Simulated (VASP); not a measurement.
A run of VASP 6.6.1 is set up as follows.

File INCAR:

```
SYSTEM = AlN
ALGO = Normal
EDIFF = 1E-6
ENCUT = 520
GGA = PS
ISIF = 2
ISMEAR = 0
LASPH = .TRUE.
LCHARG = .FALSE.
LREAL = .FALSE.
LWAVE = .FALSE.
NBANDS = 11
NELM = 80
PREC = Accurate
SIGMA = 0.02
```

Contents of KPOINTS:

```
k-points
0
G
  10 10 10
  0 0 0
```

File POSCAR:

```
AlN
1.0
    0.0000000000      2.1044088343      2.1044088343
    2.1044088343      0.0000000000      2.1044088343
    2.1044088343      2.1044088343      0.0000000000
Al N
1 1
Direct
    0.0000000000      0.0000000000      0.0000000000
    0.7500000000      0.7500000000      0.7500000000
```

Potentials or basis: VASP PAW PBE potentials, release 64 (Al, N).

The run is started by

```bash
$ cat potpaw_PBE.64/Al/POTCAR potpaw_PBE.64/N/POTCAR > POTCAR
$ mpirun -np 1 vasp_std > vasp.out
```

(1) What does it give for the band gap on the k mesh?

(2) Predict the pressure.

## Answers

(1) 3.23 eV, indirect (least direct gap 5.13 eV).

(2) 29.9 GPa.

Caveat: the cell differs from its parent crystal (strained); the PAW data sets were made with another functional, which shifts forces and pressure a little.
